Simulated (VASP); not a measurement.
Wanted: the native input for a VASP 6.6.1 run.

* Task: single point
* Functional: revPBE
* Potentials or basis: VASP PAW PBE potentials, release 64 (Be)
* Cutoff: 520 eV
* k mesh: 18 × 18 × 18
* Occupations: fermi-dirac, width 0.1 eV
* Spin: no spin polarisation
* Dipole correction: no
* Further INCAR settings: ALGO = Normal; EDIFF = 1e-06; NBANDS = 9

The structure of Be lies in POSCAR:

```
Be
1.0
    0.0000000000      2.4684802028      2.4684802028
    2.4684802028      0.0000000000      2.4684802028
    2.4684802028      2.4684802028      0.0000000000
Be
2
Direct
    0.1250000000      0.1250000000      0.1250000000
    0.8750000000      0.8750000000      0.8750000000
```

One way to write it, as run:

INCAR

```
SYSTEM = Be
PREC     = Accurate       ! precision mode
ENCUT    = 520            ! plane-wave cutoff, eV
EDIFF    = 1E-6           ! SCF threshold, eV
ISMEAR   = -1             ! smearing method
SIGMA    = 0.1            ! smearing width, eV
LREAL    = .False.        ! projectors in reciprocal space
LASPH    = .True.         ! aspherical terms in the spheres
NELM     = 100            ! most SCF steps
ALGO     = Normal         ! electronic algorithm
ISIF     = 2              ! what is computed and relaxed
LWAVE    = .False.        ! write WAVECAR
LCHARG   = .True.         ! write CHGCAR
GGA      = RE             ! functional
LELF     = .True.         ! ELF
LVHAR    = .True.       
NBANDS   = 9              ! bands
```

KPOINTS

```
Automatic mesh
0
Gamma
  18 18 18
  0 0 0
```

Potentials or basis: VASP PAW PBE potentials, release 64 (Be).

Run with:

```console
$ cat potpaw_PBE.64/Be/POTCAR > POTCAR
$ mpirun -np 1 vasp_std > vasp.out
```

It gave:

```
Pressure               : 0.0 GPa
Band gap on the k mesh : zero (band 2 reaches 6.46 eV, above the bottom of band 3 at 0.33 eV)
```

Caveat: the PAW data sets were made with another functional, which shifts forces and pressure a little.

Run time: 63 s on 1 thread of Intel Xeon 8259CL (shared host), peak memory 0.18 GiB.
